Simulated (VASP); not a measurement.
**Mg12H (a cell with a defect): single point with LDA**

Mg12H (a cell with a defect):

```
Mg H
1.0
     6.42000    0.00000    0.00000
    -4.81500    8.33982    0.00000
     0.00000    0.00000    5.21304
Mg H
12 1
Direct
  0.03715 0.01707 0.06915
  0.17490 0.25566 0.47625
  0.01060 0.31989 0.02584
  0.06722 0.53970 0.51191
  0.95198 0.70477 0.99923
  0.08095 0.90300 0.57030
  0.48035 0.01482 0.04550
  0.71718 0.20693 0.57502
  0.54908 0.33755 0.91078
  0.58128 0.54766 0.37061
  0.46318 0.65118 0.89557
  0.58512 0.88344 0.50282
  0.87835 0.67878 0.61099
```

```yaml
Program: VASP 6.6.1
Task: single point
Functional: LDA
Potentials_or_basis: VASP PAW LDA potentials, release 64 (Mg, H)
Cutoff: 520 eV
k_mesh: 3 × 2 × 3
Occupations: fermi-dirac, width 0.05 eV
Spin: no spin polarisation
```

```json
{"Pressure": "0.5 GPa", "Largest force": "1.128 eV/Å"}
```

Forces in eV/Å, atoms in the order of the input:
```
Mg  -0.956  0.287 -0.229
Mg   0.514 -0.500  0.620
Mg  -0.187  0.374 -0.128
Mg  -0.039  0.316 -0.180
Mg   0.771 -0.518  0.095
Mg   0.450  0.310 -0.487
Mg   0.279 -0.256 -0.054
Mg  -0.509 -0.284 -0.965
Mg  -0.720  0.493  0.602
Mg   0.164  0.331  0.556
Mg  -0.199  0.035  0.382
Mg   0.215 -0.233 -0.239
H    0.216 -0.357  0.030
```

Stress tensor (GPa, compression positive):
```
-0.61 -0.74 -0.11
-0.74  0.74 -0.85
-0.11 -0.85  1.50
```

Levels at points of the mesh, in eV from the Fermi level:
```
           k point  band 9  band 10  band 11  band 12  band 13  band 14  band 15  band 16
(0.00, 0.00, 0.00)   -1.54    -0.80    -0.19    -0.05     0.29     0.48     0.69     1.51
(0.00, 0.50, 0.00)   -1.57    -1.10    -1.01    -0.79    -0.31    -0.08     1.16     1.73
```

Wall time 56 s on 1 thread of Intel(R) Xeon(R) Platinum 8488C (Sapphire Rapids), with other jobs on the host, peak memory 0.29 GiB.

Caveat: the k points lie up to 0.40 Å⁻¹ apart.
